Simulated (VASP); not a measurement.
Write the native input for VASP 6.6.1 that does the following.

```
Task                   : single point
Functional             : PBE
Potentials or basis    : VASP PAW PBE potentials, release 64 (Si, C)
Cutoff                 : 520 eV
k mesh                 : 8 × 8 × 8
Occupations            : fermi-dirac, width 0.15 eV
Spin                   : no spin polarisation
Dipole correction      : no
Further INCAR settings : ALGO = Normal; EDIFF = 1e-06; NBANDS = 26
```

The structure of Si7C lies in POSCAR:

```
Si7C
1.0
    5.1949596077      0.0000000000      0.0000000000
    0.0000000000      5.1949596077      0.0000000000
    0.0000000000      0.0000000000      5.1949596077
Si C
7 1
Direct
    0.2243217188      0.2243217188      0.2243217188
    0.0000000000      0.5000000000      0.5000000000
    0.5000000000      0.5000000000      0.0000000000
    0.5000000000      0.0000000000      0.5000000000
    0.7756782812      0.2243217188      0.7756782812
    0.7756782812      0.7756782812      0.2243217188
    0.2243217188      0.7756782812      0.7756782812
    0.0000000000      0.0000000000      0.0000000000
```

One way to write it, as run:

INCAR

```
PREC     = Accurate       # precision mode
ENCUT    = 520            # plane-wave cutoff, eV
EDIFF    = 1E-6           # SCF threshold, eV
ISMEAR   = -1             # smearing method
SIGMA    = 0.15           # smearing width, eV
LREAL    = F              # projectors in reciprocal space
LASPH    = T              # aspherical terms in the spheres
NELM     = 80             # most SCF steps
ALGO     = Normal         # electronic algorithm
ISIF     = 2              # what is computed and relaxed
LWAVE    = F              # write WAVECAR
LCHARG   = F              # write CHGCAR
GGA      = PE             # functional
NBANDS   = 26             # bands
```

KPOINTS

```
Automatic mesh
0
Gamma
  8 8 8
```

Potentials or basis: VASP PAW PBE potentials, release 64 (Si, C).

Run with:

```sh
$ cat potpaw_PBE.64/Si/POTCAR potpaw_PBE.64/C/POTCAR > POTCAR
$ mpirun -np 1 vasp_std > vasp.out
```

It gave:

* Pressure: -0.1 GPa
* Largest force: 0.012 eV/Å
* Band gap on the k mesh: zero (bands 16 and 17 overlap by 0.41 eV)

Caveat: semilocal functionals underestimate gaps, so a narrow gap can read as zero.

Run time: 50 s on 1 thread of Intel(R) Xeon(R) Platinum 8559C (Emerald Rapids), on a shared host, peak memory 0.28 GiB.
